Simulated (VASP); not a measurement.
Runs of VASP 6.6.1 on Na2S. The structure is that of space group Fm-3m (No. 225), or close to it. The cells are those of the table. 

| task | level | cell | k mesh | cutoff (eV) | smearing | grid for exact exchange (PRECFOCK) | share of exact exchange | screening parameter | gap on the mesh (eV) | pressure (GPa) | relaxed volume (Å³/atom) |
| --- | --- | --- | --- | --- | --- | --- | --- | --- | --- | --- | --- |
| relaxation of cell and atoms | HSE06 | relaxed from a = 4.604 Å, angles 60.0°, 3 atoms | 4 × 4 × 4 | 500 | fermi-dirac 0.02 eV | Normal | 0.25 | 0.2079 1/Å | 3.50 | 0.0 | 23.15 |
| relaxation of cell and atoms | r2SCAN | relaxed from a = 4.644 Å, angles 60.0°, 3 atoms | 6 × 6 × 6 | 550 | fermi-dirac 0.02 eV | - | - | - | 3.12 | 0.0 | 22.95 |
| single point | r2SCANh | a = 4.604 Å, angles 60.0°, 3 atoms | 6 × 6 × 6 | 440 | gaussian 0.01 eV | Normal | 0.1 | - | (a) | (b) | - |
| single point | HSE06 | a = 4.610 Å, angles 60.0°, 3 atoms | 4 × 4 × 4 | 400 | fermi-dirac 0.02 eV | Normal | 0.25 | 0.2079 1/Å | 3.50 | -0.1 | - |

Alike in all rows: potentials or basis VASP PAW PBE potentials, release 64 (Na_pv, S); no spin polarisation.

Question: Fill in the values left out.

Answer: (a) 3.67; (b) -0.3.

Caveats: the PAW data sets were made with another functional, which shifts forces and pressure a little.

